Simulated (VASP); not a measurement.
A run of VASP 6.6.1:

Contents of INCAR:

```
ALGO = Normal
EDIFF = 1E-6
ENCUT = 520
GGA = PE
ISIF = 2
ISMEAR = 0
LASPH = True
LCHARG = False
LREAL = False
LWAVE = False
NBANDS = 36
NELM = 100
PREC = Accurate
SIGMA = 0.1
```

File KPOINTS:

```
k-points
0
Gamma
  8 8 8
```

File POSCAR:

```
Zn3SnO
1.0
    5.0848526923      0.0000000000      0.0000000000
    0.0000000000      5.0848526923      0.0000000000
    0.0000000000      0.0000000000      5.0848526923
Zn Sn O
3 1 1
Direct
    0.0000000000      0.5000000000      0.5000000000
    0.5000000000      0.0000000000      0.5000000000
    0.5000000000      0.5000000000      0.0000000000
    0.5000000000      0.5000000000      0.5000000000
    0.0000000000      0.0000000000      0.0000000000
```

Potentials or basis: VASP PAW PBE potentials, release 64 (Zn, Sn_d, O).

Launch:

```console
$ cat potpaw_PBE.64/Zn/POTCAR potpaw_PBE.64/Sn_d/POTCAR potpaw_PBE.64/O/POTCAR > POTCAR
$ mpirun -np 1 vasp_std > vasp.out
```

Hardware: 1 thread of Intel Xeon 8259CL, with other jobs on the host.

Question: Estimate the wall time of this run.

Answer: Run time: 4.2 min on 1 thread of Intel Xeon 8259CL (shared host), peak memory 0.33 GiB. Counts: scf iterations 18, k points 35.
